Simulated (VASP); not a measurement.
# B (Fd-3m) in VASP: further runs

B is run at these levels: r2SCAN; tasks: single point.

Program: VASP 6.6.1. These are calculated values, not measurements. Logs are shortened: lines on timing, memory, paths and dates and some standing lists are left out, and cuts for length are marked.

**1. The cell of the first run**

It takes space group Fd-3m (No. 227, cubic). The conventional cell has a = 4.054 Å, b = 4.054 Å, c = 4.054 Å, α = 90.00°, β = 90.00°, γ = 90.00°. B (site symmetry -43m) has 4 B at 1.76 Å within 2.3 Å.

**2. Single point, r2SCAN**

POSCAR reads:

```
B
1.0
    0.0000000000      2.0271810078      2.0271810078
    2.0271810078      0.0000000000      2.0271810078
    2.0271810078      2.0271810078      0.0000000000
B
2
Direct
    0.1250000000      0.1250000000      0.1250000000
    0.8750000000      0.8750000000      0.8750000000
```

INCAR.step1 reads:

```
PREC = Accurate
ENCUT = 520
ISMEAR = -1
SIGMA = 0.1
LREAL = False
LASPH = True
NELM = 80
NBANDS = 10
GGA = PE
ALGO = Normal
EDIFF = 1E-4
LWAVE = True
LCHARG = False
```

INCAR.step2 reads:

```
PREC = Accurate
ENCUT = 520
EDIFF = 1E-6
ISMEAR = -1
SIGMA = 0.1
LREAL = False
LASPH = True
NELM = 80
ALGO = Normal
ISIF = 2
LWAVE = False
LCHARG = True
METAGGA = R2SCAN
LMIXTAU = True
LELF = True
LVHAR = True
NBANDS = 10
ISTART = 1
```

KPOINTS reads:

```
regular mesh
0
Gamma
  15 15 15
```

Potentials or basis: VASP PAW PBE potentials, release 64 (B).

The run is started by

```sh
> cat potpaw_PBE.64/B/POTCAR > POTCAR
> cp INCAR.step1 INCAR
> mpirun -np 1 vasp_std > vasp.out
> cp INCAR.step2 INCAR
> mpirun -np 1 vasp_std > vasp.out
```

OUTCAR:

```text
PREC = Accurate
   ENCUT = 520
   EDIFF = 1E-6
   ISMEAR = -1
   LREAL = False
   LASPH = True
   NELM = 80
   ISIF = 2
   METAGGA = R2SCAN
   ISTART = 1

 ion  position               nearest neighbor table
   1  0.125  0.125  0.125-   2 1.76   2 1.76   2 1.76   2 1.76
   2  0.875  0.875  0.875-   1 1.76   1 1.76   1 1.76   1 1.76

  LATTYP: Found a face centered cubic cell.
 ALAT       =     4.0543620156

  Lattice vectors:

 A1 = (   0.0000000000,   2.0271810078,   2.0271810078)
 A2 = (   2.0271810078,   0.0000000000,   2.0271810078)
 A3 = (   2.0271810078,   2.0271810078,   0.0000000000)

Analysis of symmetry for initial positions (statically):
=====================================================================
 Subroutine PRICEL returns:
 Original cell was already a primitive cell.

 Routine SETGRP: Setting up the symmetry group for a
 face centered cubic supercell.

 Subroutine GETGRP returns: Found 48 space group operations
 (whereof 12 operations were pure point group operations)
 out of a pool of 48 trial point group operations.

The static configuration has the point symmetry D_3d.
 The point group associated with its full space group is O_h .

Analysis of symmetry for dynamics (positions and initial velocities):
=====================================================================
 Subroutine PRICEL returns:
 Original cell was already a primitive cell.

 Routine SETGRP: Setting up the symmetry group for a
 face centered cubic supercell.

 Subroutine GETGRP returns: Found 48 space group operations
 (whereof 12 operations were pure point group operations)
 out of a pool of 48 trial point group operations.

The dynamic configuration has the point symmetry D_3d.
 The point group associated with its full space group is O_h .

 Subroutine INISYM returns: Found 48 space group operations
 (whereof 12 operations are pure point group operations),
 and found     1 'primitive' translations

----------------------------------------------------------------------------------------

                                     Primitive cell

  volume of cell :      16.6613

  direct lattice vectors                    reciprocal lattice vectors
     0.000000000  2.027181008  2.027181008    -0.246647930  0.246647930  0.246647930
     2.027181008  0.000000000  2.027181008     0.246647930 -0.246647930  0.246647930
     2.027181008  2.027181008  0.000000000     0.246647930  0.246647930 -0.246647930

  length of vectors
     2.866866875  2.866866875  2.866866875     0.427206747  0.427206747  0.427206747

  position of ions in fractional coordinates (direct lattice)
     0.125000000  0.125000000  0.125000000
     0.875000000  0.875000000  0.875000000

  ion indices of the primitive-cell ions
   primitive index   ion index
                 1           1
                 2           2

----------------------------------------------------------------------------------------

 KPOINTS: regular mesh

Automatic generation of k-mesh.
 Grid dimensions read from file:
 generate k-points for:   15   15   15

 Generating k-lattice:

  Cartesian coordinates                     Fractional coordinates (reciprocal lattice)
    -0.016443195  0.016443195  0.016443195     0.066666667  0.000000000  0.000000000
     0.016443195 -0.016443195  0.016443195     0.000000000  0.066666667  0.000000000
     0.016443195  0.016443195 -0.016443195     0.000000000  0.000000000  0.066666667

  Length of vectors
     0.028480450  0.028480450  0.028480450

  Shift w.r.t. Gamma in fractional coordinates (k-lattice)
     0.000000000  0.000000000  0.000000000

 Subroutine IBZKPT returns following result:
 ===========================================

 Found    120 irreducible k-points:

 Following reciprocal coordinates:
            Coordinates               Weight
  0.000000  0.000000  0.000000      1.000000
  0.066667  0.000000  0.000000      8.000000
  0.133333  0.000000  0.000000      8.000000
  0.200000  0.000000  0.000000      8.000000
  0.266667  0.000000  0.000000      8.000000
  0.333333  0.000000  0.000000      8.000000
[... 16 lines left out ...]
  0.133333  0.133333  0.000000      6.000000
  0.200000  0.133333  0.000000     24.000000
 [... further k-points ...]
   k-points           NKPTS =    120   k-points in BZ     NKDIM =    120   number of bands    NBANDS=     10
   number of dos      NEDOS =    301   number of ions     NIONS =      2
   total plane-waves  NPLWV =  13824
   dimension x,y,z NGX =    24 NGY =   24 NGZ =   24
   dimension x,y,z NGXF=    48 NGYF=   48 NGZF=   48
   ions per type =               2
   NGX,Y,Z   is equivalent  to a cutoff of  13.92, 13.92, 13.92 a.u.
   NGXF,Y,Z  is equivalent  to a cutoff of  27.83, 27.83, 27.83 a.u.
 SYSTEM =  unknown system
   PREC   = accura    normal or accurate (medium, high low for compatibility)
   ISTART =      1    job   : 0-new  1-cont  2-samecut
   ICHARG =      0    charge: 1-file 2-atom 10-const
   ISPIN  =      1    spin polarized calculation?
   LNONCOLLINEAR =      F non collinear calculations
   LSORBIT =      F    spin-orbit coupling
   LASPH  =      T    aspherical Exc in radial PAW
   ENCUT  =  520.0 eV  38.22 Ry    6.18 a.u.   5.33  5.33  5.33*2*pi/ulx,y,z
   NELM   =     80;   NELMIN=  2; NELMDL=  0     # of ELM steps
   EDIFF  = 0.1E-05   stopping-criterion for ELM
   LREAL  =      F    real-space projection
[... 7 lines left out ...]
   TEBEG  =    0.0;   TEEND  =   0.0 temperature during run
   PSTRESS=    0.0 pullay stress
   NELECT =       6.0000    total number of electrons
   NUPDOWN=      -1.0000    fix difference up-down
   EMIN   =  10.00;   EMAX   =-10.00  energy-range for DOS
   EFERMI =   0.00;   METHOD = LEGACY
   ISMEAR =    -1;   SIGMA  =   0.10  broadening in eV -4-tet -1-fermi 0-gaus
   EFERMI_NEDOS =   21; number of points for ismear=-14 and -15
   IALGO  =     38    algorithm
   IMIX   =      4    mixing-type and parameters
     AMIX     =   0.40;   BMIX     =  1.00
     AMIX_MAG =   1.60;   BMIX_MAG =  1.00
  volume/ion in A,a.u.               =       8.33        56.22
  Fermi-wavevector in a.u.,A,eV,Ry     =   1.164723  2.201008 18.457393  1.356580
  Thomas-Fermi vector in A             =   2.301258
   LORBIT       =      0    0 simple, 1 ext, 2 COOP (PROOUT), +10 PAW based schemes
   METAGGA = R2SCAN    functional components
   LHFCALC =     F    Hartree Fock is set to
   AEXX    =    0.0000 exact exchange contribution
   IVDW    =     0    specifies the selected vdW correction
   LEPSILON=     F    determine dielectric tensor
   LRPA    =     F    only Hartree local field effects (RPA)
 non-spin polarized calculation
  energy-cutoff  :      520.00
  volume of cell :       16.66
 maximum number of plane-waves:       463
 NGX is ok and might be reduce to    24
   NGX = 11   NGY = 11   NGZ = 11

 number of electron       6.0000000 magnetization

 Free energy of the ion-electron system (eV)
  ---------------------------------------------------
  ext. energy  EPLUGINS =         0.00000000
  ---------------------------------------------------
  free energy    TOTEN  =       -12.70872222 eV

  energy without entropy =      -12.68025812  energy(sigma->0) =      -12.69449017

 E-fermi :   3.7163     XC(G=0): -11.8698

 val. band max:        3.6572844376   @ k =   0.4667   0.2667   0.0667
 cond. band min:       3.7203538447   @ k =  -0.4000   0.2667   0.0667
 fundamental gap:      0.0630694071
 Fermi energy:         3.7162596194

 k-point     1 :       0.0000    0.0000    0.0000
  band No.  band energies     occupation
      1     -10.0095      2.00000
      2       8.0488      0.00000
      3       8.0488      0.00000
      4       8.0488      0.00000
      5      12.3253      0.00000
      6      12.3253      0.00000
      7      12.3253      0.00000
      8      21.1632      0.00000
      9      23.8277      0.00000
     10      27.5277      0.00000

 k-point     2 :       0.0667    0.0000    0.0000
  band No.  band energies     occupation
      1      -9.9076      2.00000
      2       7.2793      0.00000
      3       7.8412      0.00000
      4       7.8412      0.00000
      5      12.5970      0.00000
      6      12.5970      0.00000
      7      12.8557      0.00000
      8      21.1610      0.00000
      9      24.0151      0.00000
     10      26.2911      0.00000

 k-point     3 :       0.1333    0.0000    0.0000
  band No.  band energies     occupation
      1      -9.6025      2.00000
      2       5.6337      0.00000
      3       7.3616      0.00000
      4       7.3616      0.00000
      5      13.2281      0.00000
      6      13.2281      0.00000
      7      13.8114      0.00000
      8      21.1477      0.00000
      9      24.4658      0.00000
     10      25.0510      0.00000

 k-point     4 :       0.2000    0.0000    0.0000
  band No.  band energies     occupation
      1      -9.0956      2.00000
      2       3.7285      0.93884
      3       6.8209      0.00000
      4       6.8210      0.00000
      5      13.8957      0.00000
      6      13.8957      0.00000
      7      14.6633      0.00000
      8      21.1043      0.00000
      9      24.4220      0.00000
     10      24.4220      0.00000
[... 222 lines left out ...]
 k-point    22 :      -0.0667    0.0667    0.0000
  band No.  band energies     occupation
      1      -9.7380      2.00000
      2       6.6285      0.00000
      3       6.8823      0.00000
      4       7.8735      0.00000
      5      12.6199      0.00000
      6      13.2766      0.00000
      7      13.5420      0.00000
      8      21.0663      0.00000
      9      24.2984      0.00000
     10      24.7410      0.00000

 k-point    23 :       0.1333    0.1333    0.0000
  band No.  band energies     occupation
      1      -9.4669      2.00000
      2       6.2426      0.00000
      3       6.2426      0.00000
      4       6.8777      0.00000
      5      11.9356      0.00000
      6      14.6869      0.00000
      7      14.6869      0.00000
      8      19.7084      0.00000
      9      24.2441      0.00000
     10      24.7872      0.00000

 k-point    24 :       0.2000    0.1333    0.0000
  band No.  band energies     occupation
      1      -9.0953      2.00000
      2       4.9511      0.00001
      3       5.6568      0.00000
      4       6.5487      0.00000
      5      12.0666      0.00000
      6      15.5420      0.00000
      7      15.5695      0.00000
      8      18.7364      0.00000
      9      24.4982      0.00000
     10      25.2655      0.00000

 [... further k-points ...]

------------------------ aborting loop because EDIFF is reached ----------------------------------------

  FORCE on cell =-STRESS in cart. coord.  units (eV):
  Direction    XX          YY          ZZ          XY          YZ          ZX
  --------------------------------------------------------------------------------------
  -------------------------------------------------------------------------------------
  Total       -0.0056265     -0.0056265     -0.0056265      0.0000000      0.0000000      0.0000000
  in kB       -0.5410540     -0.5410540     -0.5410540      0.0000000      0.0000000      0.0000000
  external PRESSURE =      -0.5410540 kB  Pullay stress =       0.0000000 kB

 VOLUME and BASIS-vectors are now :
 -----------------------------------------------------------------------------
  energy-cutoff  :      520.00
  volume of cell :       16.66
      direct lattice vectors                 reciprocal lattice vectors
     0.000000000  2.027181008  2.027181008    -0.246647930  0.246647930  0.246647930
     2.027181008  0.000000000  2.027181008     0.246647930 -0.246647930  0.246647930
     2.027181008  2.027181008  0.000000000     0.246647930  0.246647930 -0.246647930

 POSITION                                       TOTAL-FORCE (eV/Angst)
 -----------------------------------------------------------------------------------
      0.50680      0.50680      0.50680         0.000000     -0.000000      0.000000
      3.54757      3.54757      3.54757        -0.000000      0.000000     -0.000000
 -----------------------------------------------------------------------------------
    total drift:                                0.000000      0.000000      0.000000

  FREE ENERGIE OF THE ION-ELECTRON SYSTEM (eV)
  ---------------------------------------------------
  free  energy   TOTEN  =       -12.7087222242 eV

  energy  without entropy=      -12.6802581239  energy(sigma->0) =      -12.69449017
```

Run time: 28 s. Hardware: 1 thread of Intel Xeon 6975P-C (Granite Rapids), shared host; peak memory 0.14 GiB.

Results:

* Free energy: -12.7087 eV
* Pressure: -0.1 GPa
* Band gap on the k mesh: zero (band 3 reaches 8.05 eV, above the bottom of band 4 at 0.96 eV)

Levels at points of the mesh, in eV from the Fermi level:
| k point | band 1 | band 2 | band 3 | band 4 | band 5 | band 6 | band 7 | band 8 |
| --- | --- | --- | --- | --- | --- | --- | --- | --- |
| (0.00, 0.00, 0.00) | -13.73 | 4.33 | 4.33 | 4.33 | 8.61 | 8.61 | 8.61 | 17.45 |

Caveat: the PAW data sets were made with another functional, which shifts forces and pressure a little.

**3. Single point, r2SCAN (volume scaled by 1.04)**

POSCAR reads:

```
B
1.0
    0.0000000000      2.0538575013      2.0538575013
    2.0538575013      0.0000000000      2.0538575013
    2.0538575013      2.0538575013      0.0000000000
B
2
Direct
    0.1250000000      0.1250000000      0.1250000000
    0.8750000000      0.8750000000      0.8750000000
```

INCAR.step1 reads:

```
SYSTEM = B
PREC = Accurate
ENCUT = 520
ISMEAR = -1
SIGMA = 0.1
LREAL = .FALSE.
LASPH = .TRUE.
NELM = 60
NBANDS = 10
GGA = PE
ALGO = Normal
EDIFF = 1E-4
LWAVE = .TRUE.
LCHARG = .FALSE.
```

INCAR.step2 reads:

```
SYSTEM = B
PREC = Accurate
ENCUT = 520
EDIFF = 1E-6
ISMEAR = -1
SIGMA = 0.1
LREAL = .FALSE.
LASPH = .TRUE.
NELM = 60
ALGO = Normal
ISIF = 2
LWAVE = .FALSE.
LCHARG = .TRUE.
METAGGA = R2SCAN
LMIXTAU = .TRUE.
LELF = .TRUE.
LVHAR = .TRUE.
NBANDS = 10
ISTART = 1
```

KPOINTS reads:

```
regular mesh
0
G
  15 15 15
  0 0 0
```

Potentials or basis: VASP PAW PBE potentials, release 64 (B).

The run is started by

```sh
> cat potpaw_PBE.64/B/POTCAR > POTCAR
> cp INCAR.step1 INCAR
> mpirun -np 1 vasp_std > vasp.out
> cp INCAR.step2 INCAR
> mpirun -np 1 vasp_std > vasp.out
```

Run time: 31 s. Hardware: 1 thread of Intel Xeon 6975P-C (Granite Rapids), shared host; peak memory 0.14 GiB.

The run converged. Its results:

```yaml
Free_energy: -12.6948 eV
Pressure: -6.6 GPa
Band_gap_on_the_k_mesh: zero (band 3 reaches 7.62 eV, above the bottom of band 4 at 0.80 eV)
```

Levels at points of the mesh, in eV from the Fermi level:
| k point | band 1 | band 2 | band 3 | band 4 | band 5 | band 6 | band 7 |
| --- | --- | --- | --- | --- | --- | --- | --- |
| (0.00, 0.00, 0.00) | -13.44 | 4.19 | 4.19 | 4.19 | 8.40 | 8.40 | 8.40 |

Caveat: the PAW data sets were made with another functional, which shifts forces and pressure a little.

**4. Single point, r2SCAN (volume scaled by 1.08)**

POSCAR reads:

```
B
1.0
    0.0000000000      2.0798584578      2.0798584578
    2.0798584578      0.0000000000      2.0798584578
    2.0798584578      2.0798584578      0.0000000000
B
2
Direct
    0.1250000000      0.1250000000      0.1250000000
    0.8750000000      0.8750000000      0.8750000000
```

INCAR.step1 reads:

```
ALGO = Normal
EDIFF = 1E-4
ENCUT = 520
GGA = PE
ISMEAR = -1
LASPH = T
LCHARG = F
LREAL = F
LWAVE = T
NBANDS = 10
NELM = 60
PREC = Accurate
SIGMA = 0.1
```

INCAR.step2 reads:

```
ALGO = Normal
EDIFF = 1E-6
ENCUT = 520
ISIF = 2
ISMEAR = -1
ISTART = 1
LASPH = T
LCHARG = F
LMIXTAU = T
LREAL = F
LWAVE = F
METAGGA = R2SCAN
NBANDS = 10
NELM = 60
PREC = Accurate
SIGMA = 0.1
```

KPOINTS reads:

```
k-points
0
Gamma
  15 15 15
```

Potentials or basis: VASP PAW PBE potentials, release 64 (B).

The run is started by

```sh
> cat potpaw_PBE.64/B/POTCAR > POTCAR
> cp INCAR.step1 INCAR
> mpirun -np 1 vasp_std > vasp.out
> cp INCAR.step2 INCAR
> mpirun -np 1 vasp_std > vasp.out
```

OUTCAR:

```text
EDIFF = 1E-6
   ENCUT = 520
   ISIF = 2
   ISMEAR = -1
   ISTART = 1
   LASPH = T
   LREAL = F
   METAGGA = R2SCAN
   NELM = 60
   PREC = Accurate

 ion  position               nearest neighbor table
   1  0.125  0.125  0.125-   2 1.80   2 1.80   2 1.80   2 1.80
   2  0.875  0.875  0.875-   1 1.80   1 1.80   1 1.80   1 1.80

  LATTYP: Found a face centered cubic cell.
 ALAT       =     4.1597169156

  Lattice vectors:

 A1 = (   0.0000000000,   2.0798584578,   2.0798584578)
[... 500 lines left out ...]
------------------------ aborting loop because EDIFF is reached ----------------------------------------

  FORCE on cell =-STRESS in cart. coord.  units (eV):
  Direction    XX          YY          ZZ          XY          YZ          ZX
  --------------------------------------------------------------------------------------
  -------------------------------------------------------------------------------------
  Total       -1.3623062     -1.3623062     -1.3623062      0.0000000      0.0000000     -0.0000000
  in kB     -121.2980933   -121.2980933   -121.2980933      0.0000000      0.0000000     -0.0000000
  external PRESSURE =    -121.2980933 kB  Pullay stress =       0.0000000 kB

 VOLUME and BASIS-vectors are now :
 -----------------------------------------------------------------------------
  energy-cutoff  :      520.00
  volume of cell :       17.99
      direct lattice vectors                 reciprocal lattice vectors
     0.000000000  2.079858458  2.079858458    -0.240400974  0.240400974  0.240400974
     2.079858458  0.000000000  2.079858458     0.240400974 -0.240400974  0.240400974
     2.079858458  2.079858458  0.000000000     0.240400974  0.240400974 -0.240400974

 POSITION                                       TOTAL-FORCE (eV/Angst)
 -----------------------------------------------------------------------------------
      0.51996      0.51996      0.51996         0.000000      0.000000      0.000000
      3.63975      3.63975      3.63975        -0.000000     -0.000000     -0.000000
 -----------------------------------------------------------------------------------
    total drift:                                0.000000      0.000000      0.000000

  FREE ENERGIE OF THE ION-ELECTRON SYSTEM (eV)
  ---------------------------------------------------
  free  energy   TOTEN  =       -12.6557833430 eV

  energy  without entropy=      -12.6249325367  energy(sigma->0) =      -12.64035794
```

OUTCAR.step1:

```text
EDIFF = 1E-4
   ENCUT = 520
   GGA = PE
   ISMEAR = -1
   LASPH = T
   LREAL = F
[... 533 lines left out ...]
 -----------------------------------------------------------------------------------
      0.51996      0.51996      0.51996         0.000000     -0.000000      0.000000
      3.63975      3.63975      3.63975        -0.000000      0.000000     -0.000000
 -----------------------------------------------------------------------------------
    total drift:                                0.000000      0.000000      0.000000

  FREE ENERGIE OF THE ION-ELECTRON SYSTEM (eV)
  ---------------------------------------------------
  free  energy   TOTEN  =       -11.4752617209 eV

  energy  without entropy=      -11.4428865867  energy(sigma->0) =      -11.45907415
```

OSZICAR.step1:

```text
N       E                     dE             d eps       ncg     rms          rms(c)
DAV:   1    -0.186036404331E+01   -0.18604E+01   -0.27478E+03  2458   0.509E+02
DAV:   2    -0.114468903844E+02   -0.95865E+01   -0.89770E+01  3348   0.785E+01
DAV:   3    -0.116211240122E+02   -0.17423E+00   -0.17276E+00  2932   0.789E+00
DAV:   4    -0.116213145590E+02   -0.19055E-03   -0.19053E-03  2758   0.271E-01
DAV:   5    -0.116213146511E+02   -0.92101E-07   -0.92242E-07  2652   0.670E-03    0.267E+00
DAV:   6    -0.115161517187E+02    0.10516E+00   -0.48184E-02  2624   0.129E+00    0.160E+00
DAV:   7    -0.114747686309E+02    0.41383E-01   -0.72537E-02  2770   0.158E+00    0.202E-01
DAV:   8    -0.114752484901E+02   -0.47986E-03   -0.16261E-03  2548   0.309E-01    0.255E-02
DAV:   9    -0.114752617209E+02   -0.13231E-04   -0.28961E-05  1844   0.371E-02
   1 F= -.11475262E+02 E0= -.11459074E+02  d E =-.323751E-01
```

Wall time 29 s (1 thread of Intel Xeon 6975P-C (Granite Rapids), shared host); peak memory 0.14 GiB.

What came out:

* Free energy: -12.6558 eV
* Pressure: -12.1 GPa
* Band gap on the k mesh: zero (band 3 reaches 7.21 eV, above the bottom of band 4 at 0.64 eV)

Caveat: the PAW data sets were made with another functional, which shifts forces and pressure a little.

(Part 1 of 2 ends here.)
